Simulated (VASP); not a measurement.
Wanted: the native input for a VASP 6.6.1 run.

- Task: single point
- Functional: r2SCAN
- Potentials or basis: VASP PAW PBE potentials, release 64 (Sr_sv, O)
- Cutoff: 520 eV
- k mesh: 6 × 6 × 6
- Occupations: gaussian, width 0.01 eV
- Spin: no spin polarisation
- Dipole correction: no
- Further INCAR settings: ALGO = Normal; EDIFF = 1e-06; NBANDS = 15

SrO:

```
Sr O
1.0
     0.00000    2.79228    2.79228
     2.79228    0.00000    2.79228
     2.79228    2.79228    0.00000
Sr O
1 1
Direct
  0.00000 0.00000 0.00000
  0.25000 0.25000 0.25000
```

The input as run:

POSCAR

```
SrO
1.0
    0.0000000000      2.7922805133      2.7922805133
    2.7922805133      0.0000000000      2.7922805133
    2.7922805133      2.7922805133      0.0000000000
Sr O
1 1
Direct
    0.0000000000      0.0000000000      0.0000000000
    0.2500000000      0.2500000000      0.2500000000
```

INCAR.step1

```
PREC = Accurate ; ENCUT = 520
ISMEAR = 0 ; SIGMA = 0.01
LREAL = False ; LASPH = True
NELM = 80 ; NBANDS = 15
GGA = PE ; ALGO = Normal
EDIFF = 1E-4 ; LWAVE = True
LCHARG = False
```

INCAR.step2

```
PREC = Accurate ; ENCUT = 520
EDIFF = 1E-6 ; ISMEAR = 0
SIGMA = 0.01 ; LREAL = False
LASPH = True ; NELM = 80
ALGO = Normal ; ISIF = 2
LWAVE = False ; LCHARG = False
METAGGA = R2SCAN ; LMIXTAU = True
NBANDS = 15 ; ISTART = 1
```

KPOINTS

```
Automatic mesh
0
Gamma
  6 6 6
```

Potentials or basis: VASP PAW PBE potentials, release 64 (Sr_sv, O).

The run is started by

```console
$ cat potpaw_PBE.64/Sr_sv/POTCAR potpaw_PBE.64/O/POTCAR > POTCAR
$ cp INCAR.step1 INCAR
$ mpirun -np 1 vasp_std > vasp.out
$ cp INCAR.step2 INCAR
$ mpirun -np 1 vasp_std > vasp.out
```

Results of the run:

```
Pressure               : 0.5 GPa
Band gap on the k mesh : 2.91 eV, indirect (least direct gap 3.75 eV)
```

Caveat: the PAW data sets were made with another functional, which shifts forces and pressure a little.

Run time: 38 s on 1 thread of AMD EPYC 9R14 (Zen 4), on a shared host, peak memory 0.14 GiB.
